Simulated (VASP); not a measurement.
Wanted: the native input for a VASP 6.6.1 run.

```yaml
Task: single point
Functional: PBEsol
Potentials_or_basis: VASP PAW PBE potentials, release 64 (Te)
Cutoff: 520 eV
k_mesh: 15 × 15 × 15
Occupations: fermi-dirac, width 0.05 eV
Spin: no spin polarisation
Dipole_correction: no
Further_INCAR_settings: ALGO = Normal; EDIFF = 1e-07; NBANDS = 9
```

The structure of Te lies in POSCAR:

```
Te
1.0
   -1.8912685031      1.8912685031      1.8912685031
    1.8912685031     -1.8912685031      1.8912685031
    1.8912685031      1.8912685031     -1.8912685031
Te
1
Direct
    0.0000000000      0.0000000000      0.0000000000
```

This isn't the form of Te at room conditions, which is trigonal, of chains.

These files were run (other wordings do the same):

INCAR

```
SYSTEM = Te
ALGO     = Normal         ! electronic algorithm
EDIFF    = 1E-7           ! SCF threshold, eV
ENCUT    = 520            ! plane-wave cutoff, eV
GGA      = PS             ! functional
ISIF     = 2              ! what is computed and relaxed
ISMEAR   = -1             ! smearing method
LASPH    = .True.         ! aspherical terms in the spheres
LCHARG   = .False.        ! write CHGCAR
LREAL    = .False.        ! projectors in reciprocal space
LWAVE    = .False.        ! write WAVECAR
NBANDS   = 9              ! bands
NELM     = 100            ! most SCF steps
PREC     = Accurate       ! precision mode
SIGMA    = 0.05           ! smearing width, eV
```

KPOINTS

```
k-points
0
Gamma
  15 15 15
  0 0 0
```

Potentials or basis: VASP PAW PBE potentials, release 64 (Te).

The run is started by

```console
$ cat potpaw_PBE.64/Te/POTCAR > POTCAR
$ mpirun -np 1 vasp_std > vasp.out
```

It gave:

The pressure is 0.0 GPa. The band gap on the k mesh is zero (bands 3 and 4 overlap by 6.34 eV).

Caveat: the PAW data sets were made with another functional, which shifts forces and pressure a little; spin-orbit coupling is left out, which moves the levels of the heavy elements.

Run time: 9 s on 1 thread of Intel(R) Xeon(R) Platinum 8488C (Sapphire Rapids), with other jobs on the host, peak memory 0.15 GiB.
